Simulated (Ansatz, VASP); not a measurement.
**Two plane-wave programs on KPt**

The input INCAR:

```
SYSTEM = KPt
PREC = Accurate
ENCUT = 520
EDIFF = 1E-7
ISMEAR = -1
SIGMA = 0.05
LREAL = .FALSE.
LASPH = .TRUE.
NELM = 100
ALGO = Fast
ISIF = 2
LWAVE = .FALSE.
LCHARG = .TRUE.
GGA = PE
LELF = .TRUE.
LVHAR = .TRUE.
NBANDS = 16
```

File KPOINTS:

```
Automatic mesh
0
G
  10 10 5
  0 0 0
```

File POSCAR:

```
KPt
1.0
    3.0008472788      0.0000000000      0.0000000000
   -1.5004236394      2.5988099763      0.0000000000
    0.0000000000      0.0000000000      5.3455780000
Pt K
1 1
Direct
    0.6666666667      0.3333333333      0.0000000000
    0.0000000000      0.0000000000      0.5000000000
```

File input.yaml:

```yaml
crystal:
  lattice:
    - [3.0008472788, 0.0, 0.0]
    - [-1.5004236394, 2.5988099763, 0.0]
    - [0.0, 0.0, 5.345578]
  atoms:
    - { symbol: Pt, position: [0.6666666667, 0.3333333333, 0.0] }
    - { symbol: K, position: [0.0, 0.0, 0.5] }
hamiltonian:
  xc: pbe
  pseudopotentials: { kind: paw }
kpoints:
  mp_grid: { grid: [10, 10, 5] }
scf:
  occupations: { method: fermi_dirac, width: 0.05 }
output:
  forces: true
  stress: true
  eigenvalues: true
```

Alike in both runs: task single point; functional PBE; k mesh 10 × 10 × 5; occupations fermi-dirac, width 0.05 eV; no spin polarisation.

```csv
,VASP,Ansatz
version,VASP 6.6.1,Ansatz 0.2.0
potentials or method,"VASP PAW PBE potentials, release 64 (Pt, K_sv)",Ansatz PAW
plane-wave cutoff (eV),520,420
valence electrons in the cell,19,27
```

VASP gave:

- gap on the k mesh at the Fermi level (eV): none
- pressure (GPa): 0.5
- traceless stress, the component that is largest in VASP (GPa): 0.59

Task: Which values does Ansatz return?

Result: gap on the k mesh at the Fermi level (eV): none; pressure (GPa): 0.3; traceless stress, the component that is largest in VASP (GPa): 0.56.

A gap of «none» marks a metal or a gap that the smearing closes. VASP's potentials hold 19 valence electrons a cell and Ansatz's 27, so a difference there can come from the potentials and not from the codes.

Spin-orbit coupling is off throughout.
